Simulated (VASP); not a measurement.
# MgS (Fm-3m) in VASP: notebook, part 3 of 3

VASP 6.6.1.

**4. Single point, r2SCAN**

Contents of POSCAR:

```
MgS
1.0
    0.0000000000      2.6015179362      2.6015179362
    2.6015179362      0.0000000000      2.6015179362
    2.6015179362      2.6015179362      0.0000000000
Mg S
1 1
Direct
    0.0000000000      0.0000000000      0.0000000000
    0.5000000000      0.5000000000      0.5000000000
```

Contents of INCAR.step1:

```
  PREC = Accurate
  ENCUT = 520
  ISMEAR = -1
  SIGMA = 0.02
  LREAL = F
  LASPH = T
  NELM = 100
  NBANDS = 11
  GGA = PE
  ALGO = Normal
  EDIFF = 1E-4
  LWAVE = T
  LCHARG = F
```

Contents of INCAR.step2:

```
  PREC = Accurate
  ENCUT = 520
  EDIFF = 1E-6
  ISMEAR = -1
  SIGMA = 0.02
  LREAL = F
  LASPH = T
  NELM = 100
  ALGO = Normal
  ISIF = 2
  LWAVE = F
  LCHARG = F
  METAGGA = R2SCAN
  LMIXTAU = T
  NBANDS = 11
  ISTART = 1
```

Contents of KPOINTS:

```
regular mesh
0
Gamma
  8 8 8
```

Potentials or basis: VASP PAW PBE potentials, release 64 (Mg, S).

Launch:

```console
cat potpaw_PBE.64/Mg/POTCAR potpaw_PBE.64/S/POTCAR > POTCAR
cp INCAR.step1 INCAR
mpirun -np 1 vasp_std > vasp.out
cp INCAR.step2 INCAR
mpirun -np 1 vasp_std > vasp.out
```

OUTCAR:

```text
PREC = Accurate
   ENCUT = 520
   EDIFF = 1E-6
   ISMEAR = -1
   LREAL = F
   LASPH = T
   NELM = 100
   ISIF = 2
   METAGGA = R2SCAN
   ISTART = 1

 ion  position               nearest neighbor table
   1  0.000  0.000  0.000-   2 2.60   2 2.60   2 2.60   2 2.60   2 2.60   2 2.60
   2  0.500  0.500  0.500-   1 2.60   1 2.60   1 2.60   1 2.60   1 2.60   1 2.60

  LATTYP: Found a face centered cubic cell.
 ALAT       =     5.2030358724

  Lattice vectors:

 A1 = (   0.0000000000,   2.6015179362,   2.6015179362)
 A2 = (   2.6015179362,   0.0000000000,   2.6015179362)
 A3 = (   2.6015179362,   2.6015179362,   0.0000000000)

Analysis of symmetry for initial positions (statically):
=====================================================================
 Subroutine PRICEL returns:
 Original cell was already a primitive cell.

 Routine SETGRP: Setting up the symmetry group for a
 face centered cubic supercell.

 Subroutine GETGRP returns: Found 48 space group operations
 (whereof 48 operations were pure point group operations)
 out of a pool of 48 trial point group operations.

The static configuration has the point symmetry O_h .

Analysis of symmetry for dynamics (positions and initial velocities):
=====================================================================
 Subroutine PRICEL returns:
 Original cell was already a primitive cell.

 Routine SETGRP: Setting up the symmetry group for a
 face centered cubic supercell.

 Subroutine GETGRP returns: Found 48 space group operations
 (whereof 48 operations were pure point group operations)
 out of a pool of 48 trial point group operations.

The dynamic configuration has the point symmetry O_h .

 Subroutine INISYM returns: Found 48 space group operations
 (whereof 48 operations are pure point group operations),
 and found     1 'primitive' translations

----------------------------------------------------------------------------------------

                                     Primitive cell

  volume of cell :      35.2136

  direct lattice vectors                    reciprocal lattice vectors
     0.000000000  2.601517936  2.601517936    -0.192195484  0.192195484  0.192195484
     2.601517936  0.000000000  2.601517936     0.192195484 -0.192195484  0.192195484
     2.601517936  2.601517936  0.000000000     0.192195484  0.192195484 -0.192195484

  length of vectors
     3.679101948  3.679101948  3.679101948     0.332892344  0.332892344  0.332892344

  position of ions in fractional coordinates (direct lattice)
     0.000000000  0.000000000  0.000000000
     0.500000000  0.500000000  0.500000000

  ion indices of the primitive-cell ions
   primitive index   ion index
                 1           1
                 2           2

----------------------------------------------------------------------------------------

 KPOINTS: regular mesh

Automatic generation of k-mesh.
 Grid dimensions read from file:
 generate k-points for:    8    8    8

 Generating k-lattice:

  Cartesian coordinates                     Fractional coordinates (reciprocal lattice)
    -0.024024436  0.024024436  0.024024436     0.125000000  0.000000000  0.000000000
     0.024024436 -0.024024436  0.024024436     0.000000000  0.125000000  0.000000000
     0.024024436  0.024024436 -0.024024436     0.000000000  0.000000000  0.125000000

  Length of vectors
     0.041611543  0.041611543  0.041611543

  Shift w.r.t. Gamma in fractional coordinates (k-lattice)
     0.000000000  0.000000000  0.000000000

 Subroutine IBZKPT returns following result:
 ===========================================

 Found     29 irreducible k-points:

 Following reciprocal coordinates:
            Coordinates               Weight
  0.000000  0.000000  0.000000      1.000000
  0.125000  0.000000  0.000000      8.000000
  0.250000  0.000000  0.000000      8.000000
  0.375000  0.000000  0.000000      8.000000
  0.500000  0.000000  0.000000      4.000000
  0.125000  0.125000  0.000000      6.000000
[... 16 lines left out ...]
  0.500000  0.250000  0.125000     48.000000
 -0.375000  0.250000  0.125000     24.000000
 [... further k-points ...]
   k-points           NKPTS =     29   k-points in BZ     NKDIM =     29   number of bands    NBANDS=     11
   number of dos      NEDOS =    301   number of ions     NIONS =      2
   total plane-waves  NPLWV =  21952
   dimension x,y,z NGX =    28 NGY =   28 NGZ =   28
   dimension x,y,z NGXF=    56 NGYF=   56 NGZF=   56
   ions per type =               1   1
   NGX,Y,Z   is equivalent  to a cutoff of  12.65, 12.65, 12.65 a.u.
   NGXF,Y,Z  is equivalent  to a cutoff of  25.30, 25.30, 25.30 a.u.
 SYSTEM =  unknown system
   PREC   = accura    normal or accurate (medium, high low for compatibility)
   ISTART =      1    job   : 0-new  1-cont  2-samecut
   ICHARG =      0    charge: 1-file 2-atom 10-const
   ISPIN  =      1    spin polarized calculation?
   LNONCOLLINEAR =      F non collinear calculations
   LSORBIT =      F    spin-orbit coupling
   LASPH  =      T    aspherical Exc in radial PAW
   ENCUT  =  520.0 eV  38.22 Ry    6.18 a.u.   6.84  6.84  6.84*2*pi/ulx,y,z
   NELM   =    100;   NELMIN=  2; NELMDL=  0     # of ELM steps
   EDIFF  = 0.1E-05   stopping-criterion for ELM
   LREAL  =      F    real-space projection
   EDIFFG = 0.1E-04   stopping-criterion for IOM
   NSW    =      0    number of steps for IOM
   IBRION =     -1    ionic relax: 0-MD 1-quasi-New 2-CG
   NFREE  =      0    steps in history (QN), initial steepest desc. (CG)
   ISIF   =      2    stress and relaxation
   ISYM   =      2    0-nonsym 1-usesym 2-fastsym
   POTIM  = 0.5000    time-step for ionic-motion
   TEBEG  =    0.0;   TEEND  =   0.0 temperature during run
   PSTRESS=    0.0 pullay stress
   NELECT =       8.0000    total number of electrons
   NUPDOWN=      -1.0000    fix difference up-down
   EMIN   =  10.00;   EMAX   =-10.00  energy-range for DOS
   EFERMI =   0.00;   METHOD = LEGACY
   ISMEAR =    -1;   SIGMA  =   0.02  broadening in eV -4-tet -1-fermi 0-gaus
   EFERMI_NEDOS =   21; number of points for ismear=-14 and -15
   IALGO  =     38    algorithm
   IMIX   =      4    mixing-type and parameters
     AMIX     =   0.40;   BMIX     =  1.00
     AMIX_MAG =   1.60;   BMIX_MAG =  1.00
  volume/ion in A,a.u.               =      17.61       118.82
  Fermi-wavevector in a.u.,A,eV,Ry     =   0.998929  1.887702 13.576701  0.997859
  Thomas-Fermi vector in A             =   2.131185
   LORBIT       =      0    0 simple, 1 ext, 2 COOP (PROOUT), +10 PAW based schemes
   METAGGA = R2SCAN    functional components
   LHFCALC =     F    Hartree Fock is set to
   AEXX    =    0.0000 exact exchange contribution
   IVDW    =     0    specifies the selected vdW correction
   LEPSILON=     F    determine dielectric tensor
   LRPA    =     F    only Hartree local field effects (RPA)
 non-spin polarized calculation
  energy-cutoff  :      520.00
  volume of cell :       35.21
 maximum number of plane-waves:       960
   NGX = 13   NGY = 13   NGZ = 13

 number of electron       8.0000000 magnetization

 Free energy of the ion-electron system (eV)
  ---------------------------------------------------
  ext. energy  EPLUGINS =         0.00000000
  ---------------------------------------------------
  free energy    TOTEN  =       -15.51052679 eV

  energy without entropy =      -15.51052679  energy(sigma->0) =      -15.51052679

 E-fermi :   3.9793     XC(G=0): -10.0906

 val. band max:        3.4942261871   @ k =   0.0000   0.0000   0.0000
 cond. band min:       6.9282660240   @ k =   0.5000   0.5000   0.0000
 fundamental gap:      3.4340398368
 Fermi energy:         3.9793395665

 k-point     1 :       0.0000    0.0000    0.0000
  band No.  band energies     occupation
      1      -9.6895      2.00000
      2       3.4942      2.00000
      3       3.4942      2.00000
      4       3.4942      2.00000
      5       8.1104      0.00000
      6      12.0251      0.00000
      7      12.0251      0.00000
      8      12.0251      0.00000
      9      14.4359      0.00000
     10      14.4359      0.00000
     11      17.0380      0.00000
[... 309 lines left out ...]
 k-point    24 :      -0.3750    0.2500    0.1250
  band No.  band energies     occupation
      1      -8.1545      2.00000
      2      -0.8513      2.00000
      3       1.3292      2.00000
      4       2.3198      2.00000
      5       9.7146      0.00000
      6      10.2698      0.00000
      7      12.5937      0.00000
      8      13.7219      0.00000
      9      16.6171      0.00000
     10      17.8823      0.00000
     11      19.9384      0.00000

 [... further k-points ...]
[... 5 lines left out ...]
  --------------------------------------------------------------------------------------
  -------------------------------------------------------------------------------------
  Total       -0.1024692     -0.1024692     -0.1024692     -0.0000000      0.0000000     -0.0000000
  in kB       -4.6622287     -4.6622287     -4.6622287     -0.0000000      0.0000000     -0.0000000
  external PRESSURE =      -4.6622287 kB  Pullay stress =       0.0000000 kB

 VOLUME and BASIS-vectors are now :
 -----------------------------------------------------------------------------
  energy-cutoff  :      520.00
  volume of cell :       35.21
      direct lattice vectors                 reciprocal lattice vectors
     0.000000000  2.601517936  2.601517936    -0.192195484  0.192195484  0.192195484
     2.601517936  0.000000000  2.601517936     0.192195484 -0.192195484  0.192195484
     2.601517936  2.601517936  0.000000000     0.192195484  0.192195484 -0.192195484

 POSITION                                       TOTAL-FORCE (eV/Angst)
 -----------------------------------------------------------------------------------
      0.00000      0.00000      0.00000         0.000000     -0.000000      0.000000
      2.60152      2.60152      2.60152        -0.000000      0.000000     -0.000000
 -----------------------------------------------------------------------------------
    total drift:                                0.000000      0.000000      0.000000

  FREE ENERGIE OF THE ION-ELECTRON SYSTEM (eV)
  ---------------------------------------------------
  free  energy   TOTEN  =       -15.5105267947 eV

  energy  without entropy=      -15.5105267947  energy(sigma->0) =      -15.51052679
```

OUTCAR.step1:

```text
PREC = Accurate
   ENCUT = 520
   ISMEAR = -1
   LREAL = F
   LASPH = T
   NELM = 100
[... 554 lines left out ...]
 -----------------------------------------------------------------------------------
      0.00000      0.00000      0.00000        -0.000000     -0.000000      0.000000
      2.60152      2.60152      2.60152         0.000000      0.000000     -0.000000
 -----------------------------------------------------------------------------------
    total drift:                                0.000000      0.000000      0.000000

  FREE ENERGIE OF THE ION-ELECTRON SYSTEM (eV)
  ---------------------------------------------------
  free  energy   TOTEN  =        -8.5018535899 eV

  energy  without entropy=       -8.5018535899  energy(sigma->0) =       -8.50185359
```

Wall time 37 s (1 thread of Intel Xeon 6975P-C (Granite Rapids), shared host); peak memory 0.16 GiB.

What came out:

* Free energy: -15.5105 eV
* Pressure: -0.5 GPa
* Band gap on the k mesh: 3.43 eV (least direct gap 4.62 eV)

Caveat: the PAW data sets were made with another functional, which shifts forces and pressure a little. A k mesh can miss the band edges.

**5. Single point, r2SCAN**

POSCAR is that of step 4.

Contents of INCAR.step1:

```
SYSTEM = MgS
PREC = Accurate ; ENCUT = 520
ISMEAR = 0 ; SIGMA = 0.01
LREAL = .FALSE. ; LASPH = .TRUE.
NELM = 80 ; NBANDS = 11
GGA = PE ; ALGO = Normal
EDIFF = 1E-4 ; LWAVE = .TRUE.
LCHARG = .FALSE.
```

Contents of INCAR.step2:

```
SYSTEM = MgS
PREC = Accurate ; ENCUT = 520
EDIFF = 1E-6 ; ISMEAR = 0
SIGMA = 0.01 ; LREAL = .FALSE.
LASPH = .TRUE. ; NELM = 80
ALGO = Normal ; ISIF = 2
LWAVE = .FALSE. ; LCHARG = .FALSE.
METAGGA = R2SCAN ; LMIXTAU = .TRUE.
NBANDS = 11 ; ISTART = 1
```

Contents of KPOINTS:

```
regular mesh
0
G
  8 8 8
  0 0 0
```

Launch:

```console
cat potpaw_PBE.64/Mg/POTCAR potpaw_PBE.64/S/POTCAR > POTCAR
cp INCAR.step1 INCAR
mpirun -np 1 vasp_std > vasp.out
cp INCAR.step2 INCAR
mpirun -np 1 vasp_std > vasp.out
```

It took 39 s on 1 thread of Intel Xeon 6975P-C (Granite Rapids), shared host; peak memory 0.16 GiB.

Results (log left out):

| Quantity | Value |
| --- | --- |
| Free energy | -15.5105 eV |
| Pressure | -0.5 GPa |
| Band gap on the k mesh | 3.43 eV (least direct gap 4.62 eV) |

Levels at points of the mesh, in eV from the valence-band top:
| k point | band 2 | band 3 | band 4 | band 5 | band 6 | band 7 |
| --- | --- | --- | --- | --- | --- | --- |
| (0.00, 0.00, 0.00) | 0.00 | 0.00 | 0.00 | 4.62 | 8.53 | 8.53 |
| (0.50, 0.00, 0.00) | -4.88 | -0.62 | -0.62 | 5.22 | 7.50 | 7.50 |
| (0.50, 0.50, 0.00) | -4.27 | -1.73 | -1.73 | 3.43 | 4.93 | 13.14 |

Caveat: the PAW data sets were made with another functional, which shifts forces and pressure a little.

**6. Overview**

| level | k mesh | smearing | gap on the mesh (eV) | pressure (GPa) |
| --- | --- | --- | --- | --- |
| PBE | 6 × 6 × 6 | gaussian 0.01 eV | 2.77 | 0.9 |
| PBE | 8 × 8 × 8 | fermi-dirac 0.02 eV | 2.78 | 0.9 |
| r2SCAN | 8 × 8 × 8 | fermi-dirac 0.02 eV | 3.43 | -0.5 |
| r2SCAN | 8 × 8 × 8 | gaussian 0.01 eV | 3.43 | -0.5 |

Alike in all rows: task single point; potentials or basis VASP PAW PBE potentials, release 64 (Mg, S); no spin polarisation; cell as given; cutoff (eV) 520.

On the cell as given the gap runs from 2.77 eV (PBE) to 3.43 eV (r2SCAN); the meshes differ, which moves gaps too. The pressure there spans -0.5 GPa (r2SCAN) to 0.9 GPa (PBE); a positive pressure means that this level wants a larger cell, a negative one a smaller.

Caveats: the PAW data sets were made with another functional, which shifts forces and pressure a little (at least some runs).

Total energies depend on the potentials used, so only differences within one code and one set of settings carry meaning.
